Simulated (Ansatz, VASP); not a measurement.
## One calculation of ZnO, two programs

```
Zn O
1.0
     3.24940    0.00000    0.00000
    -1.62470    2.81406    0.00000
     0.00000    0.00000    5.35991
Zn O
2 2
Direct
  0.33333 0.66667 0.00000
  0.66667 0.33333 0.50000
  0.33333 0.66667 0.38210
  0.66667 0.33333 0.88210
```

Change from the starting cell: zz strain of +3 %, PAW files.

Alike in both runs: task electric field gradients; functional PBE; k mesh 11 × 11 × 6; occupations fermi-dirac, width 0.02 eV; no spin polarisation.

|  | VASP | Ansatz |
| --- | --- | --- |
| version | VASP 6.6.1 | Ansatz 0.2.0 |
| potentials or method | VASP PAW PBE potentials, release 64 (Zn, O) | PAW with Ansatz's default frozen-core files, scalar-relativistic |
| plane-wave cutoff (eV) | 520 | 420 |
| valence electrons in the cell | 36 | 36 |

|  | VASP | Ansatz | Ansatz less VASP |
| --- | --- | --- | --- |
| pressure (GPa) | 2.0 | 1.0 | -0.93 |
| traceless stress, the component that is largest in VASP (GPa) | -3.73 | -3.52 | +0.204 |
| rms of the force components (eV/Å) | 0.140 | 0.128 | -0.0113 |
| size of Vzz on the site where it differs most (V/Å²) | 20.2 | 19.4 | -0.79 |

Atom by atom the forces differ by 0.011 eV/Å (rms over components).
